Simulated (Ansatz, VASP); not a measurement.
**One calculation of Ta3H, two programs**

Contents of INCAR:

```
  ALGO = Normal
  DIPOL = 0.5 0.5 0.334
  EDIFF = 1E-7
  ENCUT = 520
  GGA = PE
  IDIPOL = 3
  ISIF = 2
  ISMEAR = 0
  ISPIN = 2
  LASPH = True
  LCHARG = False
  LDIPOL = True
  LMAXMIX = 4
  LORBIT = 11
  LREAL = False
  LWAVE = False
  MAGMOM = 0 0 0 1
  NBANDS = 29
  NELM = 150
  PREC = Accurate
  SIGMA = 0.1
```

File KPOINTS:

```
k-points
0
Gamma
  10 10 1
```

The input POSCAR:

```
Ta3H
1.0
    2.8743098520      0.0000000000      0.0000000000
   -0.9581032840      2.7099253168      0.0000000000
    0.0000000000      0.0000000000     21.5266897253
Ta H
3 1
Direct
    0.5000000000      0.5000000000      0.1858158431
    0.0000000000      0.0000000000      0.2909732295
    0.5000000000      0.5000000000      0.3960985100
    1.0000000000      1.0000000000      0.4625276739
```

Input for Ansatz:

```yaml
crystal:
  lattice:
    - [2.874309852, 0.0, 0.0]
    - [-0.958103284, 2.7099253168, 0.0]
    - [0.0, 0.0, 21.5266897253]
  atoms:
    - { symbol: Ta, position: [0.5, 0.5, 0.1858158431] }
    - { symbol: Ta, position: [0.0, 0.0, 0.2909732295] }
    - { symbol: Ta, position: [0.5, 0.5, 0.39609851] }
    - { symbol: H, position: [1.0, 1.0, 0.4625276739], spin: 1.0 }
basis:
  ecutwfc: 420
kpoints:
  mp_grid: { grid: [10, 10, 1] }
hamiltonian:
  xc: pbe
  pseudopotentials: { kind: paw, azcp: { folder: soft_1 } }
scf:
  occupations: { method: gaussian, width: 0.1 }
output:
  forces: true
  eigenvalues: true
  populations: true
magnetization:
  spin_polarized: true
efield:
  axis: 3
  dipole_correction: true
  ramp_width: 0.04
```

Alike in both runs: task single point; functional PBE; k mesh 10 × 10 × 1; occupations gaussian, width 0.1 eV; collinear spin.

|  | VASP | Ansatz |
| --- | --- | --- |
| version | VASP 6.6.1 | Ansatz 0.2.0 |
| potentials or method | VASP PAW PBE potentials, release 64 (Ta_pv, H), cutoff 520 eV | scalar-relativistic, plane waves, PAW |
| valence electrons in the cell | 34 | 40 |

```csv
,VASP,Ansatz,Ansatz less VASP
gap on the k mesh at the Fermi level (eV),none,none,-
rms of the force components (eV/Å),0.535,0.535,0.0000
net moment per atom (μB),0.00,0.00,0.000
```

Atom by atom the forces differ by 0.002 eV/Å (rms over components). A gap of «none» marks a metal or a gap that the smearing closes. VASP's potentials hold 34 valence electrons a cell and Ansatz's 40, so a difference there can come from the potentials and not from the codes. Ansatz's warnings: seeded moment not kept.

Neither program's run includes spin-orbit coupling.
